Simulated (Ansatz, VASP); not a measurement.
**One calculation of Re, two programs**

File POSCAR:

```
Re
1.0
    2.4943990988      0.0000000000      0.0000000000
    0.0000000000      2.4943990988      0.0000000000
    0.0000000000      0.0000000000      2.4943990988
Re
1
Direct
    0.0000000000      0.0000000000      0.0000000000
```

The input INCAR.step1:

```
  PREC = Accurate
  ENCUT = 660
  ISMEAR = -1
  SIGMA = 0.1
  LREAL = False
  LASPH = True
  NELM = 120
  NBANDS = 10
  GGA = PE
  ALGO = Normal
  EDIFF = 1E-5
  LWAVE = True
  LCHARG = False
  GGA_COMPAT = False
```

INCAR.step2

```
  PREC = Accurate
  ENCUT = 660
  EDIFF = 1E-6
  ISMEAR = -1
  SIGMA = 0.1
  LREAL = False
  LASPH = True
  NELM = 120
  ALGO = Normal
  ISIF = 2
  LWAVE = False
  LCHARG = False
  METAGGA = R2SCAN
  LMIXTAU = True
  NBANDS = 10
  ISTART = 1
  GGA_COMPAT = False
```

Contents of KPOINTS:

```
regular mesh
0
Gamma
  14 14 14
```

Input for Ansatz:

```yaml
crystal:
  lattice:
    - [2.4943990988, 0.0, 0.0]
    - [0.0, 2.4943990988, 0.0]
    - [0.0, 0.0, 2.4943990988]
  atoms:
    - { symbol: Re, position: [0.0, 0.0, 0.0] }
hamiltonian:
  xc: r2scan
  pseudopotentials:
    kind: paw
    azcp:
      Re: "pseudopotentials/Re.paw.azcp"
basis:
  ecutwfc: 500
  fft_grid_basis: typed
kpoints:
  mp_grid: { grid: [14, 14, 14], shift: [0, 0, 0] }
magnetization:
  spin_polarized: false
scf:
  occupations: { method: fermi_dirac, width: 0.1 }
  lower_state_search: "off"
output:
  stress: true
```

Alike in both runs: task single point; functional r2SCAN; k mesh 14 × 14 × 14; occupations fermi-dirac, width 0.1 eV; no spin polarisation.

```csv
,VASP,Ansatz
version,VASP 6.6.1,Ansatz 0.2.0
potentials or method,"VASP PAW PBE potentials, release 64 (Re), cutoff 660 eV","plane waves (500 eV) with PAW, scalar-relativistic"
valence electrons in the cell,7,15
```

```csv
,VASP,Ansatz,Ansatz less VASP
pressure (GPa),25.8,26.6,+0.78
```

VASP's potentials were made for PBE, not for r2SCAN. The functional is the same, so the differences come from potentials, cutoffs and numerics. VASP's potentials hold 7 valence electrons a cell and Ansatz's 15, so a difference there can come from the potentials and not from the codes.

Neither program's run includes spin-orbit coupling.
